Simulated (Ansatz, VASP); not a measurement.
## Pt: VASP beside Ansatz

```xyz
1
Lattice="0.0000 1.9784 1.9784 1.9784 0.0000 1.9784 1.9784 1.9784 0.0000" Properties=species:S:1:pos:R:3 pbc="T T T"
Pt    0.0000    0.0000    0.0000
```

Alike in both runs: task single point; functional PBEsol; k mesh 18 × 18 × 18; occupations gaussian, width 0.1 eV; no spin polarisation.

|  | VASP | Ansatz |
| --- | --- | --- |
| version | VASP 6.6.1 | Ansatz 0.2.0 |
| potentials or method | VASP PAW PBE potentials, release 64 (Pt), cutoff 520 eV | scalar-relativistic, plane waves, PAW |
| valence electrons in the cell | 10 | 18 |

```tsv
	VASP	Ansatz	Ansatz less VASP
gap on the k mesh at the Fermi level (eV)	none	none	-
pressure (GPa)	-8.3	-7.9	+0.41
```

VASP's potentials were made for PBE, not for PBEsol. A gap of «none» marks a metal or a gap that the smearing closes. VASP's potentials hold 10 valence electrons a cell and Ansatz's 18, so a difference there can come from the potentials and not from the codes.

Spin-orbit coupling is off throughout.
